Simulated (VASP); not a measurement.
Input of a VASP 6.6.1 run:

POSCAR

```
In9Ga7P16
1.0
   11.3850520000      0.0000000000      0.0000000000
    0.0000000000     11.3850520000      0.0000000000
    0.0000000000      0.0000000000     11.3850520000
In Ga P
18 14 32
Direct
    0.9954640000      0.9973380000      0.9978370000
    0.0020430000      0.0002820000      0.5018000000
    0.0005330000      0.4994230000      0.5050460000
    0.5050110000      0.0002750000      0.9952340000
    0.4998250000      0.4983210000      0.5067270000
    0.2530570000      0.2526610000      0.9947830000
    0.2498030000      0.7473840000      0.9926280000
    0.7476370000      0.7529160000      0.5040640000
    0.2523160000      0.0002600000      0.2568860000
    0.2502060000      0.4999820000      0.2501440000
    0.2522610000      0.5023630000      0.7496690000
    0.7456050000      0.0000300000      0.7498410000
    0.7500610000      0.4976330000      0.2426180000
    0.9962550000      0.2503650000      0.2503790000
    0.9978180000      0.2518910000      0.7490760000
    0.9974530000      0.7500620000      0.2468890000
    0.5040560000      0.2484970000      0.2512070000
    0.5025230000      0.7522100000      0.2499830000
    0.9929960000      0.5024780000      0.9941410000
    0.4988950000      0.0027380000      0.5043910000
    0.5074640000      0.5000330000      0.9924990000
    0.2550990000      0.2450670000      0.5055090000
    0.2531400000      0.7543830000      0.5067480000
    0.7483310000      0.2543720000      0.9966810000
    0.7448360000      0.2483300000      0.5018700000
    0.7495890000      0.7455580000      0.9950810000
    0.2555200000      0.9978990000      0.7432330000
    0.7470390000      0.0034770000      0.2497900000
    0.7476030000      0.4995270000      0.7551060000
    0.0015060000      0.7490690000      0.7513860000
    0.5016820000      0.2490540000      0.7472050000
    0.5016020000      0.7487590000      0.7505020000
    0.1265270000      0.1234880000      0.1249690000
    0.1373170000      0.1253200000      0.6265920000
    0.1158600000      0.6173760000      0.1150760000
    0.1267820000      0.6383650000      0.6268200000
    0.6381870000      0.1273080000      0.1218690000
    0.6185010000      0.1300410000      0.6202440000
    0.6251230000      0.6244940000      0.1109780000
    0.6249340000      0.6247380000      0.6395730000
    0.3869770000      0.3832690000      0.1170600000
    0.3742340000      0.3621210000      0.6279870000
    0.3737450000      0.8768680000      0.1225600000
    0.3807370000      0.8738140000      0.6262570000
    0.8755200000      0.3751360000      0.1087050000
    0.8590310000      0.3748850000      0.6256790000
    0.8581050000      0.8737950000      0.1246040000
    0.8822730000      0.8703450000      0.6342560000
    0.3773070000      0.1255260000      0.3885680000
    0.3777140000      0.1237080000      0.8598400000
    0.3701710000      0.6323560000      0.3845640000
    0.3903330000      0.6237080000      0.8726070000
    0.8620360000      0.1244970000      0.3775540000
    0.8657280000      0.1319860000      0.8796070000
    0.8724120000      0.6235930000      0.3747620000
    0.8756230000      0.6255780000      0.8725060000
    0.1333170000      0.3650750000      0.3852280000
    0.1170570000      0.3851490000      0.8789920000
    0.1309990000      0.8664570000      0.3815960000
    0.1258760000      0.8770840000      0.8598510000
    0.6319510000      0.3718360000      0.3811230000
    0.6242290000      0.3725490000      0.8728250000
    0.6237580000      0.8910460000      0.3771250000
    0.6256010000      0.8605760000      0.8728840000
```

Contents of INCAR.step1:

```
ALGO     = Normal         # electronic algorithm
EDIFF    = 1E-5           # SCF threshold, eV
ENCUT    = 400            # plane-wave cutoff, eV
GGA      = PE             # functional
GGA_COMPAT= False        
ISIF     = 2              # what is computed and relaxed
ISMEAR   = -1             # smearing method
LASPH    = True           # aspherical terms in the spheres
LREAL    = Auto         
LUSENCCL = False        
LWAVE    = True           # write WAVECAR
NBANDS   = 326            # bands
NELM     = 120            # most SCF steps
PREC     = Accurate       # precision mode
SIGMA    = 0.05           # smearing width, eV
```

INCAR.step2

```
ALGO     = Normal         # electronic algorithm
EDIFF    = 1E-6           # SCF threshold, eV
ENCUT    = 400            # plane-wave cutoff, eV
GGA      = PE             # functional
GGA_COMPAT= False        
HFSCREEN = 0.2079         # screening, 1/A
ISIF     = 2              # what is computed and relaxed
ISMEAR   = -1             # smearing method
ISTART   = 1            
LASPH    = True           # aspherical terms in the spheres
LCHARG   = True           # write CHGCAR
LELF     = True           # ELF
LHFCALC  = True           # exact exchange
LREAL    = Auto         
LUSENCCL = False        
LVHAR    = True         
LWAVE    = False          # write WAVECAR
NBANDS   = 326            # bands
NELM     = 120            # most SCF steps
PREC     = Accurate       # precision mode
PRECFOCK = Fast         
SIGMA    = 0.05           # smearing width, eV
```

KPOINTS

```
k-points
0
Gamma
  1 1 1
```

Potentials or basis: VASP PAW PBE potentials, release 64 (In_d, Ga_d, P).

The run is started by

```sh
$ cat potpaw_PBE.64/In_d/POTCAR potpaw_PBE.64/Ga_d/POTCAR potpaw_PBE.64/P/POTCAR > POTCAR
$ cp INCAR.step1 INCAR
$ mpirun -np 1 vasp_gam > vasp.out
$ cp INCAR.step2 INCAR
$ mpirun -np 1 vasp_gam > vasp.out
```

Task: What does it give for the largest force?

Result: 0.079 eV/Å.

Task: Predict the band gap on the k mesh.

Result: 1.80 eV.

Forces on the atoms (eV/Å):
```
In   0.003  0.010 -0.001
In   0.005 -0.005  0.001
In  -0.003  0.003 -0.008
In   0.002 -0.004  0.005
In   0.009 -0.004 -0.008
In  -0.004  0.001  0.005
In   0.006  0.001  0.005
In   0.006 -0.007  0.005
In   0.000 -0.005 -0.006
In   0.000 -0.005 -0.001
In   0.004 -0.002  0.000
In   0.005 -0.004  0.000
In  -0.003  0.001  0.006
In   0.002 -0.002 -0.003
In  -0.003  0.000  0.011
In   0.000  0.000  0.006
In   0.001  0.008 -0.001
In  -0.008  0.003 -0.001
Ga   0.018 -0.012  0.008
Ga   0.006  0.001 -0.007
Ga  -0.013 -0.003  0.008
Ga  -0.002  0.002  0.004
Ga   0.001 -0.007 -0.005
Ga   0.003 -0.008 -0.003
Ga  -0.004  0.009  0.000
Ga  -0.014  0.003  0.001
Ga   0.001  0.007  0.003
Ga  -0.001 -0.004  0.005
Ga  -0.002 -0.004 -0.015
Ga   0.002  0.009 -0.012
Ga  -0.007 -0.003 -0.003
Ga   0.007 -0.003  0.006
P   -0.009  0.025 -0.033
P   -0.055 -0.016  0.030
P    0.057  0.028  0.034
P   -0.017 -0.050 -0.011
P   -0.053 -0.011  0.002
P    0.018 -0.014  0.028
P   -0.005  0.027  0.040
P    0.029 -0.017 -0.053
P   -0.053 -0.027  0.020
P    0.025  0.055  0.006
P    0.020 -0.026 -0.023
P   -0.012  0.016  0.005
P    0.003 -0.017  0.054
P    0.039  0.021  0.014
P    0.037  0.011 -0.016
P   -0.039  0.012 -0.036
P    0.022  0.001 -0.041
P   -0.019  0.006  0.052
P    0.025 -0.027 -0.035
P   -0.059  0.006  0.018
P    0.047  0.004 -0.005
P    0.039 -0.031 -0.032
P   -0.003  0.004  0.036
P   -0.037  0.014 -0.024
P   -0.031  0.047 -0.041
P    0.041 -0.061 -0.030
P   -0.033  0.014 -0.005
P    0.012  0.016  0.056
P   -0.031  0.019 -0.006
P    0.009  0.009 -0.030
P    0.002 -0.063  0.003
P    0.014  0.047  0.016
```

Caveat: the k points lie up to 0.55 Å⁻¹ apart; the PAW data sets were made with another functional, which shifts forces and pressure a little; spin-orbit coupling is left out, which moves the levels of the heavy elements. A k mesh can miss the band edges.
